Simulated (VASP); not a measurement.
# Se (Cmcm) in VASP: further runs

Aim: see how the results for Se move with the level of theory and the settings. Levels: PBE+D3(BJ), PBE. Tasks: density of states, electric field gradients.

Everything below comes from runs of VASP 6.6.1. Logs are shortened: lines on timing, memory, paths and dates and some standing lists are left out, and cuts for length are marked.

### 1 The cell of the first run

The structure is orthorhombic, space group Cmcm (No. 63). The conventional cell has a = 2.789 Å, b = 8.078 Å, c = 4.613 Å, α = 90.00°, β = 90.00°, γ = 90.00°. Within 3.3 Å of Se (site symmetry m2m) lie 4 Se at 2.53 to 2.79 Å.

### 2 Density of states, PBE+D3(BJ)

The input, POSCAR:

```
Se
1.0
    1.3942694300     -4.0390027650      0.0000000000
    1.3942694300      4.0390027650      0.0000000000
    0.0000000000      0.0000000000      4.6134314000
Se
2
Direct
    0.9356553200      0.0643446800      0.2500000000
    0.0643446800      0.9356553200      0.7500000000
```

The input, INCAR.step1:

```
ALGO = Normal
EDIFF = 1E-6
ENCUT = 520
GGA = PE
ISIF = 2
ISMEAR = 0
IVDW = 12
LASPH = True
LCHARG = True
LREAL = False
LWAVE = False
NBANDS = 13
NELM = 100
PREC = Accurate
SIGMA = 0.1
```

The input, KPOINTS.step1:

```
k-points
0
Gamma
  6 6 4
```

The input, INCAR.step2:

```
ALGO = Normal
EDIFF = 1E-6
ENCUT = 520
GGA = PE
ICHARG = 11
ISIF = 2
ISMEAR = -5
IVDW = 12
LASPH = True
LCHARG = False
LORBIT = 10
LREAL = False
LWAVE = False
NBANDS = 13
NEDOS = 1001
NELM = 100
PREC = Accurate
SIGMA = 0.1
```

The input, KPOINTS.step2:

```
k-points
0
Gamma
  9 9 6
```

Potentials or basis: VASP PAW PBE potentials, release 64 (Se).

On the command line:

```bash
$ cat potpaw_PBE.64/Se/POTCAR > POTCAR
$ cp INCAR.step1 INCAR
$ cp KPOINTS.step1 KPOINTS
$ mpirun -np 1 vasp_std > vasp.out
$ cp INCAR.step2 INCAR
$ cp KPOINTS.step2 KPOINTS
$ mpirun -np 1 vasp_std > vasp.out
```

OUTCAR:

```text
EDIFF = 1E-6
   ENCUT = 520
   GGA = PE
   ICHARG = 11
   ISIF = 2
   ISMEAR = -5
   IVDW = 12
   LASPH = True
   LORBIT = 10
   LREAL = False
   NELM = 100
   PREC = Accurate
 IVDW          = 12

 ion  position               nearest neighbor table
   1  0.936  0.064  0.250-   2 2.53   2 2.53
   2  0.064  0.936  0.750-   1 2.53   1 2.53

  LATTYP: Found a base centered orthorhombic cell.
 ALAT       =     2.7885388600
 B/A-ratio  =     2.8968595869
 C/A-ratio  =     1.6544260746

  Lattice vectors:

 A1 = (   1.3942694300,  -4.0390027650,   0.0000000000)
 A2 = (   1.3942694300,   4.0390027650,   0.0000000000)
 A3 = (   0.0000000000,   0.0000000000,   4.6134314000)

Analysis of symmetry for initial positions (statically):
=====================================================================
 Subroutine PRICEL returns:
 Original cell was already a primitive cell.

 Routine SETGRP: Setting up the symmetry group for a
 base centered orthorhombic supercell.

 Subroutine GETGRP returns: Found  8 space group operations
 (whereof  4 operations were pure point group operations)
 out of a pool of  8 trial point group operations.

The static configuration has the point symmetry C_2h.
 The point group associated with its full space group is D_2h.

Analysis of symmetry for dynamics (positions and initial velocities):
=====================================================================
 Subroutine PRICEL returns:
 Original cell was already a primitive cell.

 Routine SETGRP: Setting up the symmetry group for a
 base centered orthorhombic supercell.

 Subroutine GETGRP returns: Found  8 space group operations
 (whereof  4 operations were pure point group operations)
 out of a pool of  8 trial point group operations.

The dynamic configuration has the point symmetry C_2h.
 The point group associated with its full space group is D_2h.

 Subroutine INISYM returns: Found  8 space group operations
 (whereof  4 operations are pure point group operations),
 and found     1 'primitive' translations

----------------------------------------------------------------------------------------

                                     Primitive cell

  volume of cell :      51.9607

  direct lattice vectors                    reciprocal lattice vectors
     1.394269430 -4.039002765  0.000000000     0.358610746 -0.123792933  0.000000000
     1.394269430  4.039002765  0.000000000     0.358610746  0.123792933  0.000000000
     0.000000000  0.000000000  4.613431400     0.000000000  0.000000000  0.216758398

  length of vectors
     4.272883169  4.272883169  4.613431400     0.379376274  0.379376274  0.216758398

  position of ions in fractional coordinates (direct lattice)
     0.935655320  0.064344680  0.250000000
     0.064344680  0.935655320  0.750000000

  ion indices of the primitive-cell ions
   primitive index   ion index
                 1           1
                 2           2

----------------------------------------------------------------------------------------

 KPOINTS: k-points

Automatic generation of k-mesh.
 Grid dimensions read from file:
 generate k-points for:    9    9    6

 Generating k-lattice:

  Cartesian coordinates                     Fractional coordinates (reciprocal lattice)
     0.039845638 -0.013754770  0.000000000     0.111111111  0.000000000  0.000000000
     0.039845638  0.013754770  0.000000000     0.000000000  0.111111111  0.000000000
     0.000000000  0.000000000  0.036126400     0.000000000  0.000000000  0.166666667

  Length of vectors
     0.042152919  0.042152919  0.036126400

  Shift w.r.t. Gamma in fractional coordinates (k-lattice)
     0.000000000  0.000000000  0.000000000

 TETIRR: Found    729 inequivalent tetrahedra from     2916

 Subroutine IBZKPT returns following result:
 ===========================================

 Found    100 irreducible k-points:

 Following reciprocal coordinates:
            Coordinates               Weight
  0.000000  0.000000  0.000000      1.000000
  0.111111  0.000000  0.000000      4.000000
  0.222222 -0.000000  0.000000      4.000000
  0.333333 -0.000000  0.000000      4.000000
  0.444444 -0.000000  0.000000      4.000000
  0.111111  0.111111  0.000000      2.000000
[... 16 lines left out ...]
 -0.333333  0.333333  0.000000      2.000000
  0.444444  0.444444  0.000000      2.000000
 [... further k-points ...]
   k-points           NKPTS =    100   k-points in BZ     NKDIM =    100   number of bands    NBANDS=     13
   number of dos      NEDOS =   1001   number of ions     NIONS =      2
   total plane-waves  NPLWV =  36864
   dimension x,y,z NGX =    32 NGY =   32 NGZ =   36
   dimension x,y,z NGXF=    64 NGYF=   64 NGZF=   72
   ions per type =               2
   NGX,Y,Z   is equivalent  to a cutoff of  12.45, 12.45, 12.97 a.u.
   NGXF,Y,Z  is equivalent  to a cutoff of  24.90, 24.90, 25.95 a.u.
 SYSTEM =  unknown system
   PREC   = accura    normal or accurate (medium, high low for compatibility)
   ISTART =      0    job   : 0-new  1-cont  2-samecut
   ICHARG =     11    charge: 1-file 2-atom 10-const
   ISPIN  =      1    spin polarized calculation?
   LNONCOLLINEAR =      F non collinear calculations
   LSORBIT =      F    spin-orbit coupling
   LASPH  =      T    aspherical Exc in radial PAW
   ENCUT  =  520.0 eV  38.22 Ry    6.18 a.u.   7.94  7.94  8.58*2*pi/ulx,y,z
   NELM   =    100;   NELMIN=  2; NELMDL=  0     # of ELM steps
   EDIFF  = 0.1E-05   stopping-criterion for ELM
   LREAL  =      F    real-space projection
   EDIFFG = 0.1E-04   stopping-criterion for IOM
   NSW    =      0    number of steps for IOM
   IBRION =     -1    ionic relax: 0-MD 1-quasi-New 2-CG
   NFREE  =      0    steps in history (QN), initial steepest desc. (CG)
   ISIF   =      2    stress and relaxation
   ISYM   =      2    0-nonsym 1-usesym 2-fastsym
   POTIM  = 0.5000    time-step for ionic-motion
   TEBEG  =    0.0;   TEEND  =   0.0 temperature during run
   PSTRESS=    0.0 pullay stress
   NELECT =      12.0000    total number of electrons
   NUPDOWN=      -1.0000    fix difference up-down
   EMIN   =  10.00;   EMAX   =-10.00  energy-range for DOS
   EFERMI =   0.00;   METHOD = LEGACY
   ISMEAR =    -5;   SIGMA  =   0.10  broadening in eV -4-tet -1-fermi 0-gaus
   EFERMI_NEDOS =   21; number of points for ismear=-14 and -15
   IALGO  =     38    algorithm
   IMIX   =      4    mixing-type and parameters
     AMIX     =   0.40;   BMIX     =  1.00
     AMIX_MAG =   1.60;   BMIX_MAG =  1.00
  volume/ion in A,a.u.               =      25.98       175.32
  Fermi-wavevector in a.u.,A,eV,Ry     =   1.004408  1.898056 13.726046  1.008836
  Thomas-Fermi vector in A             =   2.137022
   LORBIT       =     10    0 simple, 1 ext, 2 COOP (PROOUT), +10 PAW based schemes
   GGA     = PE    functional components
   LHFCALC =     F    Hartree Fock is set to
   AEXX    =    0.0000 exact exchange contribution
   IVDW    =    12    specifies the selected vdW correction
   LEPSILON=     F    determine dielectric tensor
   LRPA    =     F    only Hartree local field effects (RPA)
 non-spin polarized calculation
 Fermi weights with tetrahedron method with Bloechl corrections
  energy-cutoff  :      520.00
  volume of cell :       51.96
 maximum number of plane-waves:      1413

 number of electron      12.0000000 magnetization

 Free energy of the ion-electron system (eV)
  ---------------------------------------------------
  ext. energy  EPLUGINS =         0.00000000
  ---------------------------------------------------
  free energy    TOTEN  =        -6.65514344 eV

  energy without entropy =       -6.65514344  energy(sigma->0) =       -6.65514344

 E-fermi :   3.2911     XC(G=0):  -9.0993

 val. band max:        3.6853550704   @ k =   0.1111   0.0000   0.5000
 cond. band min:       2.9044582189   @ k =  -0.4444   0.2222   0.3333
 fundamental gap:     -0.7808968515
 Fermi energy:         3.2910567153

 k-point     1 :       0.0000    0.0000    0.0000
  band No.  band energies     occupation
      1     -12.6959      2.00000
      2      -8.7316      2.00000
      3      -3.3075      2.00000
      4       0.8957      2.00000
      5       1.0845      2.00000
      6       5.2630      0.00000
      7       5.6217      0.00000
      8       7.6333      0.00000
      9       8.7250      0.00000
     10      10.1126      0.00000
     11      12.1603      0.00000
     12      12.2251      0.00000
     13      16.0780      0.00000

 k-point     2 :       0.1111    0.0000    0.0000
  band No.  band energies     occupation
      1     -12.5054      2.00000
      2      -8.5519      2.00000
      3      -3.1362      2.00000
      4       0.8002      2.00000
      5       1.4359      2.00000
      6       3.6415      0.45702
      7       5.7024      0.00000
      8       6.2482      0.00000
      9       8.9404      0.00000
     10      10.4920      0.00000
     11      12.3586      0.00000
     12      14.1945      0.00000
     13      15.5489      0.00000
[... 321 lines left out ...]
 k-point    23 :      -0.3333    0.3333    0.0000
  band No.  band energies     occupation
      1     -12.5017      2.00000
      2      -8.8832      2.00000
      3      -3.0819      2.00000
      4      -0.7709      2.00000
      5       1.3405      2.00000
      6       4.3050      0.00000
      7       5.1172      0.00000
      8       7.7108      0.00000
      9      10.9986      0.00000
     10      11.7826      0.00000
     11      13.9490      0.00000
     12      14.2903      0.00000
     13      16.4841      0.00000

 k-point    24 :       0.4444    0.4444    0.0000
  band No.  band energies     occupation
      1     -12.2519      2.00000
      2      -8.7566      2.00000
      3      -2.8442      2.00000
      4      -0.8099      2.00000
      5       1.2853      2.00000
      6       3.3963      0.70402
      7       4.1298      0.00000
      8       6.3679      0.00000
      9      13.6952      0.00000
     10      14.0184      0.00000
     11      14.1213      0.00000
     12      14.9270      0.00000
     13      15.0182      0.00000

 [... further k-points ...]

------------------------ aborting loop because EDIFF is reached ----------------------------------------

 Edisp (eV)   -0.65969

 E8    (eV) :    -0.2706

  FORCE on cell =-STRESS in cart. coord.  units (eV):
  Direction    XX          YY          ZZ          XY          YZ          ZX
  --------------------------------------------------------------------------------------
  -------------------------------------------------------------------------------------
  Total      -0.56865    -0.55817     0.44184     0.00000     0.00000     0.00000
  in kB     -17.53387   -17.21073    13.62401     0.00000     0.00000     0.00000
  external pressure =       -7.04 kB  Pullay stress =        0.00 kB

 VOLUME and BASIS-vectors are now :
 -----------------------------------------------------------------------------
  energy-cutoff  :      520.00
  volume of cell :       51.96
      direct lattice vectors                 reciprocal lattice vectors
     1.394269430 -4.039002765  0.000000000     0.358610746 -0.123792933  0.000000000
     1.394269430  4.039002765  0.000000000     0.358610746  0.123792933  0.000000000
     0.000000000  0.000000000  4.613431400     0.000000000  0.000000000  0.216758398

 POSITION                                       TOTAL-FORCE (eV/Angst)
 -----------------------------------------------------------------------------------
      1.39427     -3.51923      1.15336         0.000000      0.012306      0.000000
      1.39427      3.51923      3.46007         0.000000     -0.012306     -0.000000
 -----------------------------------------------------------------------------------
    total drift:                                0.000000     -0.000000      0.000000

  FREE ENERGIE OF THE ION-ELECTRON SYSTEM (eV)
  ---------------------------------------------------
  free  energy   TOTEN  =        -7.3148365708 eV

  energy  without entropy=       -7.3148365708  energy(sigma->0) =       -7.31483657

 total charge

# of ion       s       p       d       tot
------------------------------------------
    1        1.525   2.118   0.055   3.698
    2        1.525   2.118   0.055   3.698
--------------------------------------------------
tot          3.050   4.235   0.111   7.396
```

It took 43 s on 1 thread of Intel Xeon Platinum 8259CL at 2.50GHz (Skylake/Cascade Lake), shared host; peak memory 0.21 GiB.

What came out:

| Property | Result |
| --- | --- |
| Valence electrons inside the program's atomic spheres | Se 3.70 |
| Dispersion energy per atom | -0.330 eV |

Caveat: the k points lie up to 0.40 Å⁻¹ apart; pairwise dispersion overbinds metals, which lowers pressure and volume; tetrahedron occupations give inexact forces and stress in metals.

(Continued in part 2 of 2.)
